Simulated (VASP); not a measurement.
Write the native input for VASP 6.6.1 that does the following.

| Property | Result |
| --- | --- |
| Task | single point |
| Functional | HSE06 |
| Potentials or basis | VASP PAW PBE potentials, release 64 (Ba_sv, Hf_pv, O) |
| Cutoff | 520 eV |
| k mesh | 4 × 4 × 4 |
| Occupations | gaussian, width 0.01 eV |
| Spin | no spin polarisation |
| Dipole correction | no |
| Grid for exact exchange (PRECFOCK) | Fast |
| Further INCAR settings | ALGO = Normal; EDIFF = 1e-06; NBANDS = 27 |
| Share of exact exchange | 0.25 |
| Screening parameter | 0.2079 1/Å |

The system is BaHfO3.

```
Ba Hf O
1.0
     4.17705    0.00000    0.00000
     0.00000    4.17705    0.00000
     0.00000    0.00000    4.17705
Ba Hf O
1 1 3
Direct
  0.50000 0.50000 0.99800
  0.00000 0.00000 0.49799
  0.00000 0.50000 0.49801
  0.50000 0.00000 0.49801
  0.00000 0.00000 0.99800
```

One way to write it, as run:

POSCAR

```
BaHfO3
1.0
    4.1770517715      0.0000000000      0.0000000000
    0.0000000000      4.1770517715      0.0000000000
    0.0000000000      0.0000000000      4.1770487576
Ba Hf O
1 1 3
Direct
    0.5000000000      0.5000000000      0.9979971679
    0.0000000000      0.0000000000      0.4979944650
    0.0000000000      0.5000000000      0.4980131177
    0.5000000000      0.0000000000      0.4980131177
    0.0000000000      0.0000000000      0.9980039217
```

INCAR.step1

```
PREC = Accurate ; ENCUT = 520
EDIFF = 1E-5 ; ISMEAR = 0
SIGMA = 0.01 ; LREAL = False
LASPH = True ; NELM = 60
ALGO = Normal ; ISIF = 2
LWAVE = True ; LCHARG = False
GGA = PE ; NBANDS = 27
KPAR = 4
```

INCAR.step2

```
PREC = Accurate ; ENCUT = 520
EDIFF = 1E-6 ; ISMEAR = 0
SIGMA = 0.01 ; LREAL = False
LASPH = True ; NELM = 60
ALGO = Normal ; ISIF = 2
LWAVE = False ; LCHARG = False
GGA = PE ; LHFCALC = True
HFSCREEN = 0.2079 ; PRECFOCK = Fast
ISTART = 1 ; NBANDS = 27
KPAR = 4
```

KPOINTS

```
regular mesh
0
Gamma
  4 4 4
```

Potentials or basis: VASP PAW PBE potentials, release 64 (Ba_sv, Hf_pv, O).

Command:

```console
$ cat potpaw_PBE.64/Ba_sv/POTCAR potpaw_PBE.64/Hf_pv/POTCAR potpaw_PBE.64/O/POTCAR > POTCAR
$ cp INCAR.step1 INCAR
$ mpirun -np 4 vasp_std > vasp.out
$ cp INCAR.step2 INCAR
$ mpirun -np 4 vasp_std > vasp.out
```

Results of the run:

- Pressure: -1.5 GPa
- Band gap on the k mesh: 5.05 eV (least direct gap 5.30 eV)

Caveat: the PAW data sets were made with another functional, which shifts forces and pressure a little; spin-orbit coupling is left out, which moves the levels of the heavy elements.

It took 11 min on 4 MPI ranks on Intel(R) Xeon(R) Platinum 8259CL CPU @ 2.50GHz (Skylake/Cascade Lake) (shared host), peak memory 0.31 GiB a rank.
